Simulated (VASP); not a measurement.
Input of a VASP 6.6.1 run:

INCAR

```
SYSTEM = Ge
  ALGO = Normal
  EDIFF = 1E-6
  ENCUT = 520
  GGA = RE
  ISIF = 2
  ISMEAR = 0
  LASPH = .TRUE.
  LCHARG = .FALSE.
  LREAL = .FALSE.
  LWAVE = .FALSE.
  NBANDS = 13
  NELM = 100
  PREC = Accurate
  SIGMA = 0.1
```

Contents of KPOINTS:

```
Automatic mesh
0
Gamma
  20 20 20
  0.5 0.5 0.5
```

The input POSCAR:

```
Ge
1.0
    2.7112568595      0.0000000000      0.0000000000
    0.0000000000      2.7112568595      0.0000000000
    0.0000000000      0.0000000000      2.7112568595
Ge
1
Direct
    0.0000000000      0.0000000000      0.0000000000
```

Potentials or basis: VASP PAW PBE potentials, release 64 (Ge_d).

The run is started by

```sh
$ cat potpaw_PBE.64/Ge_d/POTCAR > POTCAR
$ mpirun -np 1 vasp_std > vasp.out
```

(1) Estimate the band gap on the k mesh.

(2) Estimate the pressure.

Answers

(1) zero (band 7 reaches 12.34 eV, above the bottom of band 8 at 3.60 eV).

(2) 1.0 GPa.

Caveat: the PAW data sets were made with another functional, which shifts forces and pressure a little.
